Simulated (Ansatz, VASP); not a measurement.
# One calculation of Ga3As2P, two programs

```
Ga P As
1.0
     3.99198    0.00000    0.00000
    -1.99599    3.45716    0.00000
     0.00000    0.00000   19.75186
Ga P As
6 2 4
Direct
  0.66667 0.33333 0.16671
  0.66667 0.33333 0.49672
  0.66667 0.33333 0.83668
  0.33333 0.66667 0.99672
  0.33333 0.66667 0.33668
  0.33333 0.66667 0.66671
  0.66667 0.33333 0.95812
  0.33333 0.66667 0.45812
  0.66667 0.33333 0.29273
  0.66667 0.33333 0.62304
  0.33333 0.66667 0.12304
  0.33333 0.66667 0.79273
```

Alike in both runs: functional PBE; k mesh 12 × 12 × 2; occupations gaussian, width 0.02 eV; no spin polarisation.

Ansatz relaxed the structure, and its values are those at the end. VASP's run is a single point on that final structure, the one shown.

|  | VASP | Ansatz |
| --- | --- | --- |
| version | VASP 6.6.1 | Ansatz 0.2.0 |
| potentials or method | VASP PAW PBE potentials, release 64 (Ga_d, P, As), cutoff 520 eV | scalar-relativistic, plane waves, PAW |
| valence electrons in the cell | 108 | 148 |

```csv
,VASP,Ansatz,Ansatz less VASP
gap on the k mesh at the Fermi level (eV),0.53,0.53,+0.002
least direct gap on the mesh (eV),0.53,0.53,+0.002
pressure (GPa),0.1,0.0,-0.11
rms of the force components (eV/Å),0.004,0.002,-0.0020
```

The functional is the same, so the differences come from potentials, cutoffs and numerics. VASP's potentials hold 108 valence electrons a cell and Ansatz's 148, so a difference there can come from the potentials and not from the codes.
